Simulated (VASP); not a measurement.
# CO2: single point with PBEsol

CO2:

```
C O
1.0
     4.61354    0.00000    0.00000
     0.00000    4.61354    0.00000
     0.00000    0.00000    4.75472
C O
2 4
Direct
  0.00000 0.00000 0.00000
  0.50000 0.50000 0.50000
  0.17887 0.17887 0.00000
  0.32113 0.67887 0.50000
  0.82113 0.82113 0.00000
  0.67887 0.32113 0.50000
```

- Program: VASP 6.6.1
- Task: single point
- Functional: PBEsol
- Potentials or basis: VASP PAW PBE potentials, release 64 (C, O)
- Cutoff: 520 eV
- k mesh: 5 × 5 × 5
- Occupations: gaussian, width 0.01 eV
- Spin: no spin polarisation
- Dipole correction: no
- Further INCAR settings: ALGO = Normal; EDIFF = 1e-06; NBANDS = 25

```json
{"Pressure": "1.5 GPa", "Largest force": "0.706 eV/Å", "Band gap on the k mesh": "6.60 eV, indirect (least direct gap 6.78 eV)"}
```

Forces on the atoms (eV/Å):
```
C    0.000  0.000  0.000
C    0.000  0.000  0.000
O    0.499  0.499  0.000
O   -0.499  0.499  0.000
O   -0.499 -0.499  0.000
O    0.499 -0.499  0.000
```

Stress tensor (GPa, compression positive):
```
 2.36  0.00  0.00
 0.00  2.36  0.00
 0.00  0.00 -0.30
```

Levels at points of the mesh, in eV from the valence-band top:
| k point | band 12 | band 13 | band 14 | band 15 | band 16 | band 17 | band 18 | band 19 | band 20 | band 21 |
| --- | --- | --- | --- | --- | --- | --- | --- | --- | --- | --- |
| (0.00, 0.00, 0.00) | -3.46 | -0.82 | -0.24 | -0.24 | -0.18 | 6.60 | 7.92 | 8.28 | 8.28 | 9.02 |

It took 16 s on 1 thread of Intel(R) Xeon(R) 6975P-C (Granite Rapids) (shared host), peak memory 0.2 GiB.

Caveat: the PAW data sets were made with another functional, which shifts forces and pressure a little. As with any semilocal functional, this PBEsol gap is likely too small.
